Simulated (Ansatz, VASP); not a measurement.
AlGa3N4: VASP beside Ansatz

Contents of INCAR:

```
PREC = Accurate
ENCUT = 520
EDIFF = 1E-7
ISMEAR = 0
SIGMA = 0.05
LREAL = F
LASPH = T
NELM = 60
ALGO = Normal
ISIF = 2
LWAVE = F
LCHARG = T
GGA = PS
LELF = T
LVHAR = T
NBANDS = 41
```

Contents of KPOINTS:

```
Automatic mesh
0
Gamma
  6 6 6
```

The input POSCAR:

```
AlGa3N4
1.0
    4.4676279409      0.0000000000      0.0000000000
    0.0000000000      4.4676279409      0.0000000000
    0.0000000000      0.0000000000      4.4676279409
Al Ga N
1 3 4
Direct
    0.0000000000      0.0000000000      0.0000000000
    0.5000000000      0.5000000000      0.0000000000
    0.5000000000      0.0000000000      0.5000000000
    0.0000000000      0.5000000000      0.5000000000
    0.7211081208      0.7211081208      0.2788918792
    0.7211081208      0.2788918792      0.7211081208
    0.2788918792      0.7211081208      0.7211081208
    0.2788918792      0.2788918792      0.2788918792
```

Input for Ansatz:

```yaml
crystal:
  lattice:
    - [4.4676279409, 0.0, 0.0]
    - [0.0, 4.4676279409, 0.0]
    - [0.0, 0.0, 4.4676279409]
  atoms:
    - { symbol: Al, position: [0.0, 0.0, 0.0] }
    - { symbol: Ga, position: [0.5, 0.5, 0.0] }
    - { symbol: Ga, position: [0.5, 0.0, 0.5] }
    - { symbol: Ga, position: [0.0, 0.5, 0.5] }
    - { symbol: "N", position: [0.7211081208, 0.7211081208, 0.2788918792] }
    - { symbol: "N", position: [0.7211081208, 0.2788918792, 0.7211081208] }
    - { symbol: "N", position: [0.2788918792, 0.7211081208, 0.7211081208] }
    - { symbol: "N", position: [0.2788918792, 0.2788918792, 0.2788918792] }
basis:
  ecutwfc: 420
kpoints:
  mp_grid: { grid: [6, 6, 6] }
hamiltonian:
  xc: pbesol
scf:
  occupations: { method: gaussian, width: 0.05 }
output:
  forces: true
  stress: true
  eigenvalues: true
```

Change from the starting cell: mode 24 (691.5 1/cm) frozen in, largest displacement +0.263 Å.

Alike in both runs: task single point; functional PBEsol; k mesh 6 × 6 × 6; occupations gaussian, width 0.05 eV; no spin polarisation.

```csv
,VASP,Ansatz
version,VASP 6.6.1,Ansatz 0.2.0
potentials or method,"VASP PAW PBE potentials, release 64 (Al, Ga_d, N), cutoff 520 eV","scalar-relativistic, plane waves, PAW"
valence electrons in the cell,62,62
```

VASP gave:

- gap on the k mesh at the Fermi level (eV): 1.86
- least direct gap on the mesh (eV): 1.86
- pressure (GPa): 8.2
- rms of the force components (eV/Å): 1.893

Which values does Ansatz return?

gap on the k mesh at the Fermi level (eV): 1.85; least direct gap on the mesh (eV): 1.85; pressure (GPa): 8.5; rms of the force components (eV/Å): 1.896.

VASP's potentials were made for PBE, not for PBEsol. Atom by atom the forces differ by 0.003 eV/Å (rms over components).
